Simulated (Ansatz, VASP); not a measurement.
# HfPSe in VASP and in Ansatz

```
CELL_PARAMETERS angstrom
3.70431 0.00000 0.00000
0.00000 3.70431 0.00000
0.00000 0.00000 8.49031
ATOMIC_POSITIONS crystal
Hf 0.00000 0.50000 0.25900
Hf 0.50000 0.00000 0.74100
P 0.00000 0.00000 0.00000
P 0.50000 0.50000 0.00000
Se 0.00000 0.50000 0.61500
Se 0.50000 0.00000 0.38500
```

Alike in both runs: task single point; functional LDA; k mesh 5 × 5 × 2; no spin polarisation.

|  | VASP | Ansatz |
| --- | --- | --- |
| version | VASP 6.6.1 | Ansatz 0.2.0 |
| potentials or method | VASP PAW LDA potentials, release 64 (Hf_pv, P, Se), cutoff 520 eV | PAW plane waves |
| occupations | fermi-dirac, width 0.1 eV | fermi-dirac |
| valence electrons in the cell | 42 | 94 |

```tsv
	VASP	Ansatz	Ansatz less VASP
gap on the k mesh at the Fermi level (eV)	none	none	-
pressure (GPa)	-14.3	-14.1	+0.22
traceless stress, the component that is largest in VASP (GPa)	-4.23	-4.22	+0.007
rms of the force components (eV/Å)	0.547	0.547	-0.0001
```

LDA's correlation is that of Perdew and Zunger in VASP and of Perdew and Wang (1992) in Ansatz. Atom by atom the forces differ by 0.004 eV/Å (rms over components). A gap of «none» marks a metal or a gap that the smearing closes. VASP's potentials hold 42 valence electrons a cell and Ansatz's 94, so a difference there can come from the potentials and not from the codes.

The k mesh is coarse, so the values compare programs but aren't converged. Spin-orbit coupling is off throughout.
